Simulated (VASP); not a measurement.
# K2H3Au in VASP: settings compared, part 2 of 2

VASP 6.6.1. Earlier steps stand in the parts before.

## Step 3: Relaxation of cell and atoms, PBEsol

This run uses another cell than the first one, of 14.88 Å³/atom.

INCAR

```
PREC = Accurate
ENCUT = 600
EDIFF = 1E-6
ISMEAR = -1
SIGMA = 0.05
LREAL = False
LASPH = True
NELM = 60
ALGO = Normal
ISIF = 3
LWAVE = False
LCHARG = False
GGA = PS
IBRION = 2
NSW = 100
EDIFFG = -0.01
```

KPOINTS

```
regular mesh
0
Gamma
  4 4 4
```

POSCAR

```
K2H3Au
1.0
    2.9547775508      1.6592508525      3.1406488918
   -2.8331647006      1.6746788107      3.0201438533
    0.0741674288     -3.3418676613      3.0846277122
K H Au
2 3 1
Direct
    0.3466124119      0.3517988272      0.3465705870
    0.6440111550      0.6535235056      0.6383001074
    0.0006950754      0.0143778965      0.4982593340
   -0.0141021319      0.5032740119     -0.0068564249
    0.4915799400      0.0065319183     -0.0024652358
    0.0033119023     -0.0002791510      0.0075285613
```

Potentials or basis: VASP PAW PBE potentials, release 64 (K_sv, H, Au).

Run with:

```sh
cat potpaw_PBE.64/K_sv/POTCAR potpaw_PBE.64/H/POTCAR potpaw_PBE.64/Au/POTCAR > POTCAR
mpirun -np 1 vasp_std > vasp.out
```

It took 36 min on 1 thread of Intel Xeon Platinum 8488C (Sapphire Rapids), shared host; peak memory 0.29 GiB.

The run converged. Its results:

- Free energy: -16.6726 eV
- Relaxed volume: 17.28 Å³/atom
- Relaxed cell: a = 7.102 Å, b = 3.954 Å, c = 3.964 Å, α = 90.02°, β = 75.08°, γ = 75.08°
- Space group after relaxing (to 0.1 Å): Cm (No. 8)
- Energy gained by relaxing: 251.8 meV/atom
- Ionic steps: 56
- Pressure after relaxing: 0.0 GPa
- Largest force after relaxing: 0.010 eV/Å
- Band gap on the k mesh: zero (bands 16 and 17 overlap by 2.56 eV)

Forces in eV/Å, atoms in the order of the input:
```
K    0.000 -0.002 -0.007
K    0.002 -0.005 -0.003
H   -0.002  0.002  0.001
H   -0.004  0.005  0.007
H    0.000  0.002  0.002
Au   0.003 -0.002 -0.001
```

Step by step:
```
step  energy change (eV)  largest force (eV/Å)  pressure (GPa)  volume (Å³)
   1              0.0000                0.2796           -0.21        89.30
   3             -0.0357                0.1640           -0.10        88.36
   5             -0.0520                0.2437            0.47        87.43
   7             -0.0592                0.3257            1.20        86.49
   9             -0.0640                0.3509            1.29        86.48
  11             -0.0853                0.4326            1.78        86.42
  13             -0.1140                0.4624            2.81        86.60
  15             -0.1288                1.0777            4.28        89.08
  17             -0.1850                0.4883            3.09        89.03
  19             -0.3903                0.8890            0.96        98.64
  21             -0.4047                1.5561            0.65       104.75
  23             -0.5948                0.5562           -1.71       113.36
  25             -0.6834                0.5121           -1.84       113.55
  27             -1.1019                0.6712            0.51       103.65
  29             -1.2421                0.6922            1.23       102.78
  31             -1.3827                0.2549           -1.10       110.85
  33             -1.4205                0.3631            0.33       107.33
  35             -1.4451                0.1329            0.11       106.72
  37             -1.4576                0.1114           -0.41       107.30
  39             -1.4705                0.2047            0.37       104.58
  41             -1.4879                0.1195            0.05       104.21
  43             -1.5023                0.0718           -0.31       104.62
  45             -1.5051                0.0694            0.16       103.38
  47             -1.5080                0.0291            0.00       103.70
  49             -1.5090                0.0214           -0.03       103.78
  51             -1.5097                0.0306            0.12       103.40
  53             -1.5102                0.0200           -0.06       103.84
  55             -1.5105                0.0123           -0.01       103.71
  56             -1.5106                0.0097            0.02       103.67
```

Final structure:
```xyz
6
Lattice="4.7188 2.7867 4.5175 -2.1688 1.9981 2.6335 0.6441 -2.8437 2.6857" Properties=species:S:1:pos:R:3 pbc="T T T"
K     0.8229    0.5337    3.4760
K     2.5471    1.5716    6.8829
H     0.3514   -1.3764    1.5780
H    -1.0542    1.0390    1.5475
H     0.2110    0.1959    6.1972
Au    0.1812    0.1361    0.2936
```

Levels at points of the mesh, in eV from the Fermi level:
```tsv
k point	band 14	band 15	band 16	band 17	band 18	band 19
(0.00, 0.00, 0.00)	-4.05	-1.91	0.18	2.35	3.56	4.03
(0.50, 0.00, 0.00)	-4.05	-2.73	1.86	2.24	3.45	3.96
(0.00, 0.50, 0.00)	-3.98	-3.67	-1.21	1.41	2.58	3.81
(0.50, 0.50, 0.00)	-3.97	-3.66	-1.26	1.44	2.65	3.92
(0.00, 0.00, 0.50)	-3.98	-3.67	-1.22	1.40	2.58	3.80
(0.50, 0.00, 0.50)	-3.97	-3.67	-1.27	1.44	2.64	3.91
(0.00, 0.50, 0.50)	-3.65	-3.65	-3.14	-0.68	2.83	2.90
(0.50, 0.50, 0.50)	-3.65	-3.65	-3.14	-0.69	2.85	2.90
```

Caveat: the k points lie up to 0.41 Å⁻¹ apart in the final cell, too coarse for converged energies and pressures of a metal; the volume moved by over 15 % at a fixed basis, so the end points are rough; the PAW data sets were made with another functional, which shifts forces and pressure a little; spin-orbit coupling is left out, which moves the levels of the heavy elements.

## Step 4: Relaxation of cell and atoms, r2SCAN+rVV10

This run uses another cell than the first one, of 14.62 Å³/atom.

POSCAR

```
K2H3Au
1.0
    2.8593924636      1.6508710086      3.0970359482
   -2.8593924636      1.6508710086      3.0970359482
    0.0000000000     -3.3017420172      3.0970359482
K H Au
2 3 1
Direct
    0.3529423072      0.3529423072      0.3529423072
    0.6470576928      0.6470576928      0.6470576928
    0.0000000000      0.0000000000      0.5000000000
    0.0000000000      0.5000000000      0.0000000000
    0.5000000000      0.0000000000      0.0000000000
    0.0000000000      0.0000000000      0.0000000000
```

INCAR.step1

```
PREC = Accurate
ENCUT = 600
ISMEAR = -1
SIGMA = 0.03
LREAL = F
LASPH = T
NELM = 80
GGA = PE
ALGO = Normal
EDIFF = 1E-4
LWAVE = T
LCHARG = F
```

INCAR.step2

```
PREC = Accurate
ENCUT = 600
EDIFF = 1E-6
ISMEAR = -1
SIGMA = 0.03
LREAL = F
LASPH = T
NELM = 80
ALGO = Normal
ISIF = 3
LWAVE = F
LCHARG = F
METAGGA = R2SCAN
LMIXTAU = T
LUSE_VDW = T
IVDW_NL = 2
BPARAM = 11.95
CPARAM = 0.0093
IBRION = 2
NSW = 100
EDIFFG = -0.01
ISTART = 1
```

KPOINTS

```
Automatic mesh
0
Gamma
  6 6 6
```

Run with:

```sh
cat potpaw_PBE.64/K_sv/POTCAR potpaw_PBE.64/H/POTCAR potpaw_PBE.64/Au/POTCAR > POTCAR
cp INCAR.step1 INCAR
mpirun -np 1 vasp_std > vasp.out
cp INCAR.step2 INCAR
mpirun -np 1 vasp_std > vasp.out
```

It took 8 min on 1 thread of Intel Xeon Platinum 8488C (Sapphire Rapids), shared host; peak memory 0.45 GiB.

Results (log left out):

- Free energy: -71.3562 eV
- Relaxed volume: 14.89 Å³/atom
- Relaxed cell: a = 4.556 Å, b = 4.556 Å, c = 4.556 Å, α = 78.21°, β = 78.21°, γ = 78.21°
- Space group after relaxing (to 0.1 Å): R-3m (No. 166)
- Energy gained by relaxing: 0.8 meV/atom
- Ionic steps: 3
- Pressure after relaxing: 0.0 GPa
- Largest force after relaxing: 0.006 eV/Å
- Band gap on the k mesh: zero (bands 16 and 17 overlap by 3.31 eV)

Forces on the atoms (eV/Å):
```
K    0.000  0.000 -0.006
K    0.000  0.000  0.006
H    0.000  0.000  0.000
H    0.000  0.000  0.000
H    0.000  0.000  0.000
Au   0.000  0.000  0.000
```

Step by step:
```tsv
step	energy change (eV)	largest force (eV/Å)	pressure (GPa)	volume (Å³)
1	0.0000	0.0681	0.86	87.72
2	-0.0042	0.0213	0.33	88.72
3	-0.0049	0.0058	0.02	89.32
```

Final structure:
```cif
data_structure
_symmetry_space_group_name_H-M 'P 1'
_symmetry_Int_Tables_number 1
_cell_length_a 4.5563
_cell_length_b 4.5563
_cell_length_c 4.5563
_cell_angle_alpha 78.207
_cell_angle_beta 78.207
_cell_angle_gamma 78.207
_cell_volume 89.32
loop_
_atom_site_label
_atom_site_type_symbol
_atom_site_fract_x
_atom_site_fract_y
_atom_site_fract_z
_atom_site_occupancy
K1 K 0.35351 0.35351 0.35351 1
K2 K 0.64649 0.64649 0.64649 1
H1 H 0.00000 0.00000 0.50000 1
H2 H 0.00000 0.50000 0.00000 1
H3 H 0.50000 0.00000 0.00000 1
Au1 Au 0.00000 0.00000 0.00000 1
```

Levels at points of the mesh, in eV from the Fermi level:
```tsv
k point	band 14	band 15	band 16	band 17	band 18	band 19
(0.00, 0.00, 0.00)	-3.71	0.88	0.88	2.37	2.37	4.52
(0.50, 0.00, 0.00)	-3.73	-3.48	0.51	3.15	3.36	4.14
(0.50, 0.50, 0.00)	-3.68	-3.11	-2.75	2.76	3.44	3.67
(0.50, 0.50, 0.50)	-3.70	-3.01	-3.01	-2.42	5.07	5.07
```

Caveat: the PAW data sets were made with another functional, which shifts forces and pressure a little; spin-orbit coupling is left out, which moves the levels of the heavy elements.

## Step 5: Overview

```csv
level,cell,k mesh,smearing,gap on the mesh (eV),pressure (GPa),relaxed volume (Å³/atom),largest force (eV/Å)
PBEsol,"relaxed from a = 5.418 Å, angles 65.1°, 6 atoms, atomic positions A",4 × 4 × 4,fermi-dirac 0.03 eV,none,0.0,14.67,-
PBEsol,"relaxed from a = 4.620, b = 4.467, c = 4.548 Å, angles 80.1, 78.0, 79.1°, 6 atoms, atomic positions B",4 × 4 × 4,fermi-dirac 0.05 eV,none,0.0,17.28,0.01
r2SCAN+rVV10,"relaxed from a = 4.527 Å, angles 78.3°, 6 atoms, atomic positions C",6 × 6 × 6,fermi-dirac 0.03 eV,none,0.0,14.89,0.01
```

Alike in all rows: task relaxation of cell and atoms; potentials or basis VASP PAW PBE potentials, release 64 (K_sv, H, Au); no spin polarisation; cutoff (eV) 600.

Caveats: some runs use coarse meshes; the PAW data sets were made with another functional, which shifts forces and pressure a little; spin-orbit coupling is left out, which moves the levels of the heavy elements; the volume moved by over 15 % at a fixed basis, so the end points are rough (at least some runs).

Absolute energies hang on the potentials; compare differences alone.
